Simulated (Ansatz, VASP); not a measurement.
Two plane-wave programs on NbCd3

```xyz
4
Lattice="4.2150 0.0000 0.0000 0.0000 4.2150 0.0000 0.0000 0.0000 4.2150" Properties=species:S:1:pos:R:3 pbc="T T T"
Nb    0.0000    0.0000    0.0000
Cd    0.0000    2.1075    2.1075
Cd    2.1075    0.0000    2.1075
Cd    2.1075    2.1075    0.0000
```

Alike in both runs: task single point; functional r2SCAN; k mesh 1 × 1 × 1; occupations gaussian, width 0.1 eV; no spin polarisation.

|  | VASP | Ansatz |
| --- | --- | --- |
| version | VASP 6.6.1 | Ansatz 0.2.0 |
| potentials or method | VASP PAW PBE potentials, release 64 (Nb_sv, Cd), cutoff 520 eV | scalar-relativistic, plane waves, PAW |
| valence electrons in the cell | 49 | 73 |

|  | VASP | Ansatz | Ansatz less VASP |
| --- | --- | --- | --- |
| pressure (GPa) | 18.2 | 17.4 | -0.78 |

VASP's potentials were made for PBE, not for r2SCAN. VASP's potentials hold 49 valence electrons a cell and Ansatz's 73, so a difference there can come from the potentials and not from the codes.

The k mesh is coarse, so the values compare programs but aren't converged.
